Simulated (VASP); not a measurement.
Runs of VASP 6.6.1 on Pt. Symmetry: Fm-3m, No. 225, cubic system. The conventional cell has a = 3.922 Å, b = 3.922 Å, c = 3.922 Å, α = 90.00°, β = 90.00°, γ = 90.00°. Within 3.7 Å of Pt (site symmetry m-3m) lie 12 Pt at 2.77 Å. 

```csv
k mesh,gap on the mesh (eV),pressure (GPa)
12 × 12 × 12,none,-1.1
4 × 4 × 4,none,(b)
6 × 6 × 6,none,-4.0
8 × 8 × 8,none,(a)
3 × 3 × 3,none,7.7
```

Alike in all rows: task single point; level PBEsol; potentials or basis VASP PAW PBE potentials, release 64 (Pt); no spin polarisation; cell as given; cutoff (eV) 500; smearing methfessel-paxton 0.1 eV.

Problem. Fill in the values left out.

Solution. (a) -2.0; (b) -3.0.

Caveats: some runs use coarse meshes; the PAW data sets were made with another functional, which shifts forces and pressure a little; spin-orbit coupling is left out, which moves the levels of the heavy elements.

A k mesh can miss the band edges, and the runs leave out spin-orbit coupling on Pt.

A gap of «none» marks levels without a gap at the run's occupations.
